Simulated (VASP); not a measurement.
Input of a VASP 6.6.1 run:

Contents of INCAR:

```
SYSTEM = Al
  PREC = Accurate
  ENCUT = 520
  EDIFF = 1E-7
  ISMEAR = 0
  SIGMA = 0.15
  LREAL = .False.
  LASPH = .True.
  NELM = 60
  ALGO = Fast
  ISIF = 2
  LWAVE = .False.
  LCHARG = .False.
  GGA = PE
  NBANDS = 8
```

File KPOINTS:

```
regular mesh
0
Gamma
  20 20 20
  0 0 0
```

Contents of POSCAR:

```
Al
1.0
   -1.7024295277      1.7590423861      1.6175102401
    1.7024295277     -1.7590423861      1.6175102401
    1.4759780941      1.5325909525     -1.6175102401
Al
1
Direct
    0.0000000000      0.0000000000      0.0000000000
```

Potentials or basis: VASP PAW PBE potentials, release 64 (Al).

Run with:

```bash
$ cat potpaw_PBE.64/Al/POTCAR > POTCAR
$ mpirun -np 1 vasp_std > vasp.out
```

(1) What does it give for the band gap on the k mesh?

(2) Estimate the pressure.

Answers

(1) zero (an odd number of electrons rules out a gap without spin polarisation).

(2) 1.9 GPa.

Caveat: the cell differs from its parent crystal (engineering shear strain xy -0.1400, strain +e along x and -e along y -0.0175).
